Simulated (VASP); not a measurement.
# Na (a cell with a defect) in VASP: notebook, part 2 of 2

VASP 6.6.1.

## 3. Single point, PBEsol

INCAR reads:

```
SYSTEM = Na
PREC = Accurate
ENCUT = 520
EDIFF = 1E-6
ISMEAR = -1
SIGMA = 0.1
LREAL = Auto
LASPH = .True.
NELM = 80
ALGO = Normal
ISIF = 2
LWAVE = .False.
LCHARG = .True.
GGA = PS
LELF = .True.
LVHAR = .True.
NBANDS = 74
```

KPOINTS reads:

```
Automatic mesh
0
Gamma
  2 2 2
  0 0 0
```

POSCAR reads:

```
Na
1.0
    8.4600000000      0.0000000000      0.0000000000
    0.0000000000      8.4600000000      0.0000000000
    0.0000000000      0.0000000000      8.4600000000
Na
17
Direct
    0.0291134752      0.0052009456      0.0456382979
    0.4796099291      0.0042434988      0.0056737589
    0.0019621749      0.4728368794     -0.0018676123
   -0.1289361702     -0.0334042553      0.4403073286
    0.2309219858      0.2426713948      0.3021158392
    0.5142789598      0.5320921986      0.0047281324
    0.5372576832     -0.0517139480      0.4659929078
    0.7932860520      0.3014066194      0.2729787234
   -0.0281442080      0.5222222222      0.5200118203
    0.2647044917      0.7248817967      0.3008156028
    0.2562056738      0.2795862884      0.7649645390
    0.5218676123      0.4971867612      0.4830969267
    0.8181442080      0.6997163121      0.1936997636
    0.7518321513      0.2436288416      0.7337234043
    0.2263002364      0.7179432624      0.8118794326
    0.7345390071      0.7810520095      0.7840307329
    0.1078368794     -0.0110992908      0.7021985816
```

Potentials or basis: VASP PAW PBE potentials, release 64 (Na_pv).

The run is started by

```console
cat potpaw_PBE.64/Na_pv/POTCAR > POTCAR
mpirun -np 1 vasp_std > vasp.out
```

OUTCAR:

```text
SYSTEM = Na
   PREC = Accurate
   ENCUT = 520
   EDIFF = 1E-6
   ISMEAR = -1
   LREAL = Auto
   LASPH = .True.
   NELM = 80
   ISIF = 2
   GGA = PS

 ion  position               nearest neighbor table
   1  0.029  0.005  0.046-
   2  0.480  0.004  0.006-
   3  0.002  0.473  0.998-
   4  0.871  0.967  0.440-
   5  0.231  0.243  0.302-
   6  0.514  0.532  0.005-
   7  0.537  0.948  0.466-
   8  0.793  0.301  0.273-
   9  0.972  0.522  0.520-
  10  0.265  0.725  0.301-
  11  0.256  0.280  0.765-
  12  0.522  0.497  0.483-
  13  0.818  0.700  0.194-
  14  0.752  0.244  0.734-
  15  0.226  0.718  0.812-  17 2.67
  16  0.735  0.781  0.784-
  17  0.108  0.989  0.702-  15 2.67

  LATTYP: Found a simple cubic cell.
 ALAT       =     8.4600000000

  Lattice vectors:

[... 188 lines left out ...]

  energy without entropy =      -21.93810036  energy(sigma->0) =      -22.12885813

 E-fermi :   0.2144     XC(G=0):  -6.5895

 val. band max:        0.2069068380   @ k =   0.0000   0.5000   0.5000
 cond. band min:       0.2265962632   @ k =   0.5000   0.5000   0.0000
 fundamental gap:      0.0196894251
 Fermi energy:         0.2144035353

 k-point     1 :       0.0000    0.0000    0.0000
  band No.  band energies     occupation
      1     -24.8036      2.00000
      2     -24.7507      2.00000
      3     -24.7010      2.00000
      4     -24.6245      2.00000
      5     -24.5630      2.00000
      6     -24.5563      2.00000
[... 581 lines left out ...]
     70       2.6243      0.00000
     71       2.6737      0.00000
 [bands above 71 left out]

------------------------ aborting loop because EDIFF is reached ----------------------------------------

  FORCE on cell =-STRESS in cart. coord.  units (eV):
  Direction    XX          YY          ZZ          XY          YZ          ZX
  --------------------------------------------------------------------------------------
  -------------------------------------------------------------------------------------
  Total        2.6121011      3.7970458      2.5066219      0.2607065      0.0211458      0.5505665
  in kB        6.9117731     10.0472066      6.6326691      0.6898447      0.0559532      1.4568313
  external PRESSURE =       7.8638829 kB  Pullay stress =       0.0000000 kB

 VOLUME and BASIS-vectors are now :
 -----------------------------------------------------------------------------
  energy-cutoff  :      520.00
  volume of cell :      605.50
      direct lattice vectors                 reciprocal lattice vectors
     8.460000000  0.000000000  0.000000000     0.118203310  0.000000000  0.000000000
     0.000000000  8.460000000  0.000000000     0.000000000  0.118203310  0.000000000
     0.000000000  0.000000000  8.460000000     0.000000000  0.000000000  0.118203310

 POSITION                                       TOTAL-FORCE (eV/Angst)
 -----------------------------------------------------------------------------------
      0.24630      0.04400      0.38610        -0.156286      0.060055      0.220144
      4.05750      0.03590      0.04800         0.057327      0.041503      0.113905
      0.01660      4.00020      8.44420         0.128316     -0.160975     -0.145563
      7.36920      8.17740      3.72500         0.470960      0.015879     -0.100551
      1.95360      2.05300      2.55590         0.033927      0.015952      0.036914
      4.35080      4.50150      0.04000        -0.046713     -0.224588      0.088040
[... 9 lines left out ...]
      6.21420      6.60770      6.63290         0.147206     -0.093712     -0.054663
      0.91230      8.36610      5.94060        -0.168255      0.149367     -0.555265
 -----------------------------------------------------------------------------------
    total drift:                               -0.000662     -0.000235      0.001394

  FREE ENERGIE OF THE ION-ELECTRON SYSTEM (eV)
  ---------------------------------------------------
  free  energy   TOTEN  =       -22.3196159074 eV

  energy  without entropy=      -21.9381003625  energy(sigma->0) =      -22.12885813
```

stdout:

```text
POSCAR found type information on POSCAR Na
 POSCAR found :  1 types and      17 ions
 scaLAPACK will be used
 -----------------------------------------------------------------------------
|                                                                             |
|                                                                             |
|     You enforced a specific xc type in the INCAR file but a different       |
|     I HOPE YOU KNOW WHAT YOU ARE DOING!                                     |
|                                                                             |
 -----------------------------------------------------------------------------

 LDA part: xc-table for (Slater+PW92), standard interpolation
 POSCAR, INCAR and KPOINTS ok, starting setup
 FFT: planning ... GRIDC
 FFT: planning ... GRID_SOFT
 FFT: planning ... GRID
 WAVECAR not read
 entering main loop
```

It took 4.2 min on 1 thread of Intel Xeon Platinum 8488C (Sapphire Rapids), shared host; peak memory 0.63 GiB.

Results:

| Item | Value |
| --- | --- |
| Free energy | -22.3196 eV |
| Pressure | 0.8 GPa |
| Largest force | 0.599 eV/Å |
| Band gap on the k mesh | zero (an odd number of electrons rules out a gap without spin polarisation) |

Forces in eV/Å, atoms in the order of the input:
```
Na  -0.156  0.060  0.220
Na   0.057  0.042  0.114
Na   0.128 -0.161 -0.146
Na   0.471  0.016 -0.101
Na   0.034  0.016  0.037
Na  -0.047 -0.225  0.088
Na  -0.502  0.135  0.115
Na  -0.210 -0.251 -0.172
Na   0.141  0.113  0.218
Na  -0.275  0.066 -0.153
Na   0.275  0.369 -0.018
Na   0.035  0.067  0.174
Na  -0.247  0.197  0.091
Na  -0.006 -0.032  0.123
Na   0.321 -0.467  0.020
Na   0.147 -0.094 -0.055
Na  -0.168  0.149 -0.555
```

Levels at points of the mesh, in eV from the Fermi level:
```
           k point  band 57  band 58  band 59  band 60  band 61  band 62
(0.00, 0.00, 0.00)    -0.92    -0.86     0.70     0.82     0.85     0.86
(0.50, 0.00, 0.00)    -0.50    -0.46    -0.42    -0.40    -0.27     1.20
(0.00, 0.50, 0.00)    -0.51    -0.47    -0.43    -0.37    -0.29     1.27
(0.00, 0.00, 0.50)    -0.51    -0.50    -0.45    -0.42    -0.36     1.23
(0.50, 0.50, 0.00)    -0.10    -0.07    -0.03     0.01     0.10     0.13
(0.00, 0.50, 0.50)    -0.07    -0.03    -0.01     0.03     0.08     0.10
(0.50, 0.00, 0.50)    -0.12    -0.08    -0.06     0.07     0.12     0.15
(0.50, 0.50, 0.50)    -1.46    -1.39    -1.29     2.00     2.03     2.09
```

Caveat: the k points lie up to 0.37 Å⁻¹ apart, too coarse for converged energies and pressures of a metal; the PAW data sets were made with another functional, which shifts forces and pressure a little.
